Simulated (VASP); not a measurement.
# KHgF2 (P4/mmm) in VASP: a series of runs, part 2 of 2

VASP 6.6.1. Earlier steps stand in the parts before.

**3. Single point, PBE**

INCAR reads:

```
SYSTEM = KHgF2
PREC = Accurate
ENCUT = 520
EDIFF = 1E-6
ISMEAR = 0
SIGMA = 0.1
LREAL = .FALSE.
LASPH = .TRUE.
NELM = 80
ALGO = Normal
ISIF = 2
LWAVE = .FALSE.
LCHARG = .FALSE.
GGA = PE
NBANDS = 26
```

KPOINTS reads:

```
regular mesh
0
G
  10 10 14
  0 0 0
```

POSCAR reads:

```
KHgF2
1.0
    4.8836379927      0.0000000000      0.0000000000
    0.0000000000      4.8836379927      0.0000000000
    0.0000000000      0.0000000000      3.3214420819
K Hg F
1 1 2
Direct
    0.5000000000      0.5000000000      0.5000000000
    0.0000000000      0.0000000000      0.0000000000
    0.5000000000      0.0000000000      0.0000000000
    0.0000000000      0.5000000000      0.0000000000
```

Potentials or basis: VASP PAW PBE potentials, release 64 (K_sv, Hg, F).

Started as:

```sh
> cat potpaw_PBE.64/K_sv/POTCAR potpaw_PBE.64/Hg/POTCAR potpaw_PBE.64/F/POTCAR > POTCAR
> mpirun -np 1 vasp_std > vasp.out
```

OUTCAR:

```text
SYSTEM = KHgF2
   PREC = Accurate
   ENCUT = 520
   EDIFF = 1E-6
   ISMEAR = 0
   LREAL = .FALSE.
   LASPH = .TRUE.
   NELM = 80
   ISIF = 2
   GGA = PE

 ion  position               nearest neighbor table
   1  0.500  0.500  0.500-   2 3.83   2 3.83   2 3.83   2 3.83   2 3.83   2 3.83   2 3.83   2 3.83

   2  0.000  0.000  0.000-   3 2.44   4 2.44   4 2.44   3 2.44   1 3.83   1 3.83   1 3.83   1 3.83
                             1 3.83   1 3.83   1 3.83   1 3.83
   3  0.500  0.000  0.000-   2 2.44   2 2.44
   4  0.000  0.500  0.000-   2 2.44   2 2.44

  LATTYP: Found a simple tetragonal cell.
 ALAT       =     4.8836379927
 C/A-ratio  =     0.6801163573

  Lattice vectors:

 A1 = (   4.8836379927,   0.0000000000,   0.0000000000)
 A2 = (   0.0000000000,   4.8836379927,   0.0000000000)
 A3 = (   0.0000000000,   0.0000000000,   3.3214420819)

Analysis of symmetry for initial positions (statically):
=====================================================================
 Subroutine PRICEL returns:
 Original cell was already a primitive cell.

 Routine SETGRP: Setting up the symmetry group for a
 simple tetragonal supercell.

 Subroutine GETGRP returns: Found 16 space group operations
 (whereof 16 operations were pure point group operations)
 out of a pool of 16 trial point group operations.

The static configuration has the point symmetry D_4h.

Analysis of symmetry for dynamics (positions and initial velocities):
=====================================================================
 Subroutine PRICEL returns:
 Original cell was already a primitive cell.

 Routine SETGRP: Setting up the symmetry group for a
 simple tetragonal supercell.

 Subroutine GETGRP returns: Found 16 space group operations
 (whereof 16 operations were pure point group operations)
 out of a pool of 16 trial point group operations.

The dynamic configuration has the point symmetry D_4h.

 Subroutine INISYM returns: Found 16 space group operations
 (whereof 16 operations are pure point group operations),
 and found     1 'primitive' translations

----------------------------------------------------------------------------------------

                                     Primitive cell

  volume of cell :      79.2161

  direct lattice vectors                    reciprocal lattice vectors
     4.883637993  0.000000000  0.000000000     0.204765382  0.000000000  0.000000000
     0.000000000  4.883637993  0.000000000     0.000000000  0.204765382  0.000000000
     0.000000000  0.000000000  3.321442082     0.000000000  0.000000000  0.301074044

  length of vectors
     4.883637993  4.883637993  3.321442082     0.204765382  0.204765382  0.301074044

  position of ions in fractional coordinates (direct lattice)
     0.500000000  0.500000000  0.500000000
     0.000000000  0.000000000  0.000000000
     0.500000000  0.000000000  0.000000000
     0.000000000  0.500000000  0.000000000

  ion indices of the primitive-cell ions
   primitive index   ion index
                 1           1
                 2           2
                 3           3
                 4           4

----------------------------------------------------------------------------------------

 KPOINTS: regular mesh

Automatic generation of k-mesh.
 Grid dimensions read from file:
 generate k-points for:   10   10   14

 Generating k-lattice:

  Cartesian coordinates                     Fractional coordinates (reciprocal lattice)
     0.020476538  0.000000000  0.000000000     0.100000000  0.000000000  0.000000000
     0.000000000  0.020476538  0.000000000     0.000000000  0.100000000  0.000000000
     0.000000000  0.000000000  0.021505289     0.000000000  0.000000000  0.071428571

  Length of vectors
     0.020476538  0.020476538  0.021505289

  Shift w.r.t. Gamma in fractional coordinates (k-lattice)
     0.000000000  0.000000000  0.000000000

 Subroutine IBZKPT returns following result:
 ===========================================

 Found    168 irreducible k-points:

 Following reciprocal coordinates:
            Coordinates               Weight
  0.000000  0.000000  0.000000      1.000000
  0.100000  0.000000  0.000000      4.000000
  0.200000  0.000000  0.000000      4.000000
  0.300000  0.000000  0.000000      4.000000
  0.400000  0.000000  0.000000      4.000000
  0.500000  0.000000  0.000000      2.000000
[... 16 lines left out ...]
  0.100000  0.000000  0.071429      8.000000
  0.200000  0.000000  0.071429      8.000000
 [... further k-points ...]
   k-points           NKPTS =    168   k-points in BZ     NKDIM =    168   number of bands    NBANDS=     26
   number of dos      NEDOS =    301   number of ions     NIONS =      4
   total plane-waves  NPLWV =  36288
   dimension x,y,z NGX =    36 NGY =   36 NGZ =   28
   dimension x,y,z NGXF=    72 NGYF=   72 NGZF=   56
   ions per type =               1   1   2
   NGX,Y,Z   is equivalent  to a cutoff of  12.25, 12.25, 14.01 a.u.
   NGXF,Y,Z  is equivalent  to a cutoff of  24.51, 24.51, 28.03 a.u.
 SYSTEM =  KHgF2
   PREC   = accura    normal or accurate (medium, high low for compatibility)
   ISTART =      0    job   : 0-new  1-cont  2-samecut
   ICHARG =      2    charge: 1-file 2-atom 10-const
   ISPIN  =      1    spin polarized calculation?
   LNONCOLLINEAR =      F non collinear calculations
   LSORBIT =      F    spin-orbit coupling
   LASPH  =      T    aspherical Exc in radial PAW
   ENCUT  =  520.0 eV  38.22 Ry    6.18 a.u.   9.08  9.08  6.18*2*pi/ulx,y,z
   NELM   =     80;   NELMIN=  2; NELMDL= -5     # of ELM steps
   EDIFF  = 0.1E-05   stopping-criterion for ELM
   LREAL  =      F    real-space projection
   EDIFFG = 0.1E-04   stopping-criterion for IOM
   NSW    =      0    number of steps for IOM
   IBRION =     -1    ionic relax: 0-MD 1-quasi-New 2-CG
   NFREE  =      0    steps in history (QN), initial steepest desc. (CG)
   ISIF   =      2    stress and relaxation
   ISYM   =      2    0-nonsym 1-usesym 2-fastsym
   POTIM  = 0.5000    time-step for ionic-motion
   TEBEG  =    0.0;   TEEND  =   0.0 temperature during run
   PSTRESS=    0.0 pullay stress
   NELECT =      35.0000    total number of electrons
   NUPDOWN=      -1.0000    fix difference up-down
   EMIN   =  10.00;   EMAX   =-10.00  energy-range for DOS
   EFERMI =   0.00;   METHOD = LEGACY
   ISMEAR =     0;   SIGMA  =   0.10  broadening in eV -4-tet -1-fermi 0-gaus
   EFERMI_NEDOS =   21; number of points for ismear=-14 and -15
   IALGO  =     38    algorithm
   IMIX   =      4    mixing-type and parameters
     AMIX     =   0.40;   BMIX     =  1.00
     AMIX_MAG =   1.60;   BMIX_MAG =  1.00
  volume/ion in A,a.u.               =      19.80       133.64
  Fermi-wavevector in a.u.,A,eV,Ry     =   1.246885  2.356270 21.153271  1.554722
  Thomas-Fermi vector in A             =   2.381042
   LORBIT       =      0    0 simple, 1 ext, 2 COOP (PROOUT), +10 PAW based schemes
   GGA     = PE    functional components
   LHFCALC =     F    Hartree Fock is set to
   AEXX    =    0.0000 exact exchange contribution
   IVDW    =     0    specifies the selected vdW correction
   LEPSILON=     F    determine dielectric tensor
   LRPA    =     F    only Hartree local field effects (RPA)
 non-spin polarized calculation
 Gauss-broadening in eV      SIGMA  =   0.10
  energy-cutoff  :      520.00
  volume of cell :       79.22
 maximum number of plane-waves:      2154
   NGX = 19   NGY = 19   NGZ = 13

 number of electron      34.9999998 magnetization

 Free energy of the ion-electron system (eV)
  ---------------------------------------------------
  ext. energy  EPLUGINS =         0.00000000
  ---------------------------------------------------
  free energy    TOTEN  =       -11.86151991 eV

  energy without entropy =      -11.85648218  energy(sigma->0) =      -11.85900105

 E-fermi :   0.3739     XC(G=0):  -8.9387

 val. band max:        0.3734932549   @ k =   0.4000   0.2000   0.2143
 cond. band min:       0.3755856989   @ k =   0.4000   0.0000   0.2857
 fundamental gap:      0.0020924440
 Fermi energy:         0.3738635300

 k-point     1 :       0.0000    0.0000    0.0000
  band No.  band energies     occupation
      1     -29.2737      2.00000
      2     -21.8564      2.00000
      3     -21.7718      2.00000
      4     -12.7409      2.00000
      5     -12.7409      2.00000
      6     -12.4589      2.00000
[... 685 lines left out ...]
     25       9.9309      0.00000
     26      10.1012      0.00000

 [... further k-points ...]

------------------------ aborting loop because EDIFF is reached ----------------------------------------

  FORCE on cell =-STRESS in cart. coord.  units (eV):
  Direction    XX          YY          ZZ          XY          YZ          ZX
  --------------------------------------------------------------------------------------
  -------------------------------------------------------------------------------------
  Total        0.0594080      0.0594080     -0.0520976      0.0000000     -0.0000000      0.0000000
  in kB        1.2015511      1.2015511     -1.0536935      0.0000000     -0.0000000      0.0000000
  external PRESSURE =       0.4498029 kB  Pullay stress =       0.0000000 kB

 VOLUME and BASIS-vectors are now :
 -----------------------------------------------------------------------------
  energy-cutoff  :      520.00
  volume of cell :       79.22
      direct lattice vectors                 reciprocal lattice vectors
     4.883637993  0.000000000  0.000000000     0.204765382  0.000000000  0.000000000
     0.000000000  4.883637993  0.000000000     0.000000000  0.204765382  0.000000000
     0.000000000  0.000000000  3.321442082     0.000000000  0.000000000  0.301074044

 POSITION                                       TOTAL-FORCE (eV/Angst)
 -----------------------------------------------------------------------------------
      2.44182      2.44182      1.66072         0.000000      0.000000      0.000000
      0.00000      0.00000      0.00000         0.000000      0.000000      0.000000
      2.44182      0.00000      0.00000         0.000000      0.000000      0.000000
      0.00000      2.44182      0.00000         0.000000      0.000000      0.000000
 -----------------------------------------------------------------------------------
    total drift:                                0.000000      0.000000     -0.000000

  FREE ENERGIE OF THE ION-ELECTRON SYSTEM (eV)
  ---------------------------------------------------
  free  energy   TOTEN  =       -11.8615199095 eV

  energy  without entropy=      -11.8564821821  energy(sigma->0) =      -11.85900105
```

OSZICAR:

```text
N       E                     dE             d eps       ncg     rms          rms(c)
DAV:   1     0.287216467663E+03    0.28722E+03   -0.17962E+04  8744   0.126E+03
DAV:   2     0.348487421841E+01   -0.28373E+03   -0.26956E+03  9310   0.358E+02
DAV:   3    -0.137453468766E+02   -0.17230E+02   -0.17057E+02 12110   0.866E+01
DAV:   4    -0.144636521826E+02   -0.71831E+00   -0.71728E+00 12566   0.982E+00
DAV:   5    -0.144689016956E+02   -0.52495E-02   -0.52486E-02 11016   0.890E-01    0.912E+00
DAV:   6    -0.120171402689E+02    0.24518E+01   -0.80387E+00 10754   0.238E+01    0.597E+00
DAV:   7    -0.119306983433E+02    0.86442E-01   -0.65121E-01  9354   0.565E+00    0.376E+00
DAV:   8    -0.118612017387E+02    0.69497E-01   -0.17049E-01 10396   0.320E+00    0.455E-01
DAV:   9    -0.118608006992E+02    0.40104E-03   -0.17830E-02 10664   0.947E-01    0.207E-01
DAV:  10    -0.118612081647E+02   -0.40747E-03   -0.16127E-03 10236   0.335E-01    0.101E-01
DAV:  11    -0.118614551933E+02   -0.24703E-03   -0.20712E-04 10082   0.141E-01    0.404E-02
DAV:  12    -0.118615189306E+02   -0.63737E-04   -0.89058E-05  9484   0.870E-02    0.987E-03
DAV:  13    -0.118615199095E+02   -0.97888E-06   -0.88435E-06 11244   0.215E-02
   1 F= -.11861520E+02 E0= -.11859001E+02  d E =-.503773E-02
```

It took 3 min on 1 thread of AMD EPYC 9R45 (Zen 5), shared host; peak memory 0.4 GiB.

What came out:

```
Free energy            : -11.8615 eV
Pressure               : 0.0 GPa
Band gap on the k mesh : zero (an odd number of electrons rules out a gap without spin polarisation)
```

Stress tensor (GPa, compression positive):
```
 0.12  0.00  0.00
 0.00  0.12  0.00
 0.00  0.00 -0.11
```

Caveat: spin-orbit coupling is left out, which moves the levels of the heavy elements; an odd number of electrons without spin polarisation forces a metal; a magnetic or distorted state may lie lower.

The gap in the log of VASP goes by the Fermi energy; the results here count the filled bands.